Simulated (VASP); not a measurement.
Ge: single point with PBE

The system is Ge.

```xyz
2
Lattice="0.0000 2.8028 3.1643 2.8028 0.0000 3.1643 2.8028 2.8028 0.0000" Properties=species:S:1:pos:R:3 pbc="T T T"
Ge    2.8028    2.8028    3.1643
Ge    4.2041    4.2041    4.7465
```

This cell differs from its parent crystal: volume 24.857 Å^3 an atom, c/a of the conventional cell 1.1290.

| Quantity | Value |
| --- | --- |
| Program | VASP 6.6.1 |
| Task | single point |
| Functional | PBE |
| Potentials or basis | VASP PAW PBE potentials, release 64 (Ge_d) |
| Cutoff | 520 eV |
| k mesh | 14 × 14 × 14 |
| Occupations | gaussian, width 0.15 eV |
| Spin | no spin polarisation |
| Dipole correction | no |
| Further INCAR settings | ALGO = Normal; EDIFF = 1e-06; NBANDS = 21 |

```
Pressure               : -2.1 GPa
Band gap on the k mesh : zero (band 14 reaches 4.47 eV, above the bottom of band 15 at 3.83 eV)
```

Stress tensor (GPa, compression positive):
```
 0.87  0.00  0.00
 0.00  0.87  0.00
 0.00  0.00 -7.90
```

Levels at points of the mesh, in eV from the Fermi level:
| k point | band 10 | band 11 | band 12 | band 13 | band 14 | band 15 | band 16 | band 17 | band 18 | band 19 |
| --- | --- | --- | --- | --- | --- | --- | --- | --- | --- | --- |
| (0.00, 0.00, 0.00) | -24.58 | -12.15 | -1.02 | -0.73 | 0.26 | 0.26 | 2.30 | 2.30 | 2.88 | 6.15 |
| (0.50, 0.00, 0.00) | -24.55 | -10.27 | -7.27 | -1.85 | -0.79 | -0.38 | 3.56 | 3.93 | 7.10 | 9.45 |
| (0.50, 0.50, 0.00) | -24.54 | -8.96 | -8.96 | -2.28 | -2.28 | 1.41 | 1.41 | 8.48 | 8.48 | 10.12 |
| (0.50, 0.00, 0.50) | -24.57 | -8.44 | -8.44 | -3.04 | -3.04 | 0.50 | 0.50 | 8.10 | 8.10 | 9.91 |

It took 77 s on 1 thread of Intel(R) Xeon(R) 6975P-C (Granite Rapids), on a shared host, peak memory 0.32 GiB.
